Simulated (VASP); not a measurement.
The system is Ni.

```xyz
2
Lattice="2.4900 0.0000 0.0000 -1.2450 2.1564 0.0000 0.0000 0.0000 4.0662" Properties=species:S:1:pos:R:3 pbc="T T T"
Ni    0.0000    1.4376    1.0165
Ni    1.2450    0.7188    3.0496
```

```yaml
Program: VASP 6.6.1
Task: relaxation of cell and atoms
Functional: r2SCAN
Dispersion: D4
Potentials_or_basis: VASP PAW PBE potentials, release 64 (Ni)
Cutoff: 600 eV
k_mesh: 8 × 8 × 4
Occupations: fermi-dirac, width 0.05 eV
Spin: collinear spin, ferromagnetic start
Starting_moments: "[1.5, 1.5] μB"
```

At the start: pressure -8.5 GPa; volume 10.92 Å³/atom.

**Question.** How do energy, volume and symmetry change on relaxing?

**Answer.** Over 6 steps the energy falls by 15.6 meV/atom and the volume is 10.46 Å³/atom (-4.2 %); space group P6_3/mmc (No. 194, to 0.05 Å); moment 1.44 μB per cell.

The path:
```
step  energy change (eV)  largest force (eV/Å)  pressure (GPa)  volume (Å³)
   1              0.0000                0.0000           -8.53        21.83
   2             -0.0025                0.0000           10.54        20.04
   3             -0.0294                0.0000            0.37        20.89
   4             -0.0294                0.0000            0.56        20.87
   5             -0.0310                0.0000            0.25        20.92
   6             -0.0311                0.0000            0.17        20.93
```

Final structure:
```yaml
crystal:
  lattice:
    - [2.43691, 0.00000, 0.00000]
    - [-1.21846, 2.11043, 0.00000]
    - [0.00000, 0.00000, 4.06891]
  atoms:
    - { symbol: Ni, position: [0.33333, 0.66667, 0.25000] }
    - { symbol: Ni, position: [0.66667, 0.33333, 0.75000] }
```

Caveat: the k points lie up to 0.39 Å⁻¹ apart in the final cell; the PAW data sets were made with another functional, which shifts forces and pressure a little; pairwise dispersion overbinds metals, which lowers pressure and volume.
